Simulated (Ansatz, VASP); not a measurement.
# FeNi2: VASP beside Ansatz

Contents of INCAR:

```
PREC     = Accurate       # precision mode
ENCUT    = 600            # plane-wave cutoff, eV
EDIFF    = 1E-6           # SCF threshold, eV
ISMEAR   = 0              # smearing method
SIGMA    = 0.1            # smearing width, eV
LREAL    = F              # projectors in reciprocal space
LASPH    = T              # aspherical terms in the spheres
NELM     = 150            # most SCF steps
ALGO     = Normal         # electronic algorithm
ISIF     = 3              # what is computed and relaxed
LWAVE    = F              # write WAVECAR
LCHARG   = F              # write CHGCAR
ISPIN    = 2              # spin polarisation
MAGMOM   = 4 2 2          # initial moments
LORBIT   = 11             # projections on sites
LMAXMIX  = 4              # l up to which the mixer works
GGA      = PE             # functional
IBRION   = 2              # ionic algorithm
NSW      = 90             # ionic steps
EDIFFG   = -0.04          # ionic threshold
```

File KPOINTS:

```
Automatic mesh
0
Gamma
  6 6 6
```

The input POSCAR:

```
FeNi2
1.0
    3.7170245800      0.0000000000      0.0000000000
    0.0000000000      3.7170245800      0.0000000000
    0.0000000000      0.0000000000      2.6851788300
Fe Ni
1 2
Direct
    0.5000000000      0.5000000000      0.5000000000
    0.0000000000      0.5000000000      0.0000000000
    0.5000000000      0.0000000000      0.0000000000
```

Input for Ansatz:

```yaml
crystal:
  lattice:
    - [3.71702458, 0.0, 0.0]
    - [0.0, 3.71702458, 0.0]
    - [0.0, 0.0, 2.68517883]
  atoms:
    - { symbol: Fe, position: [0.5, 0.5, 0.5], spin: 4.0 }
    - { symbol: Ni, position: [0.0, 0.5, 0.0], spin: 2.0 }
    - { symbol: Ni, position: [0.5, 0.0, 0.0], spin: 2.0 }
basis:
  ecutwfc: 420
kpoints:
  mp_grid: { grid: [6, 6, 6] }
hamiltonian:
  xc: pbe
scf:
  occupations: { method: gaussian, width: 0.1 }
  lower_state_search: "off"
output:
  forces: true
  stress: true
  eigenvalues: true
  populations: true
magnetization:
  spin_polarized: true
relax:
  adjacent_minimum: "off"
  f_tol: 0.04
  max_steps: 70
  cell: { stress_tol: 0.4 }
```

Alike in both runs: task relaxation of cell and atoms; functional PBE; k mesh 6 × 6 × 6; occupations gaussian, width 0.1 eV; collinear spin.

```csv
,VASP,Ansatz
version,VASP 6.6.1,Ansatz 0.2.0
potentials or method,"VASP PAW PBE potentials, release 64 (Fe, Ni), cutoff 600 eV","scalar-relativistic, plane waves, PAW"
valence electrons in the cell,28,52
```

Ansatz gave:

| Quantity | Value |
| --- | --- |
| gap on the k mesh at the Fermi level, each at its own relaxed structure (eV) | none |
| net moment per atom (μB) | 1.37 |
| size of the moment on the site where the two differ most (μB) | 0.81 |
| relaxed volume (Å³/atom) | 13.51 |
| relaxed cell length with the largest relative difference (Å) | 2.637 |

Q: Which values does VASP return?

A: gap on the k mesh at the Fermi level, each at its own relaxed structure (eV): none; net moment per atom (μB): 1.36; size of the moment on the site where the two differ most (μB): 0.75; relaxed volume (Å³/atom): 13.48; relaxed cell length with the largest relative difference (Å): 2.634.

Site moments also hang on the region over which each program counts them. A gap of «none» marks a metal or a gap that the smearing closes. VASP's potentials hold 28 valence electrons a cell and Ansatz's 52, so a difference there can come from the potentials and not from the codes.

The k mesh is coarse, so the values compare programs but aren't converged.
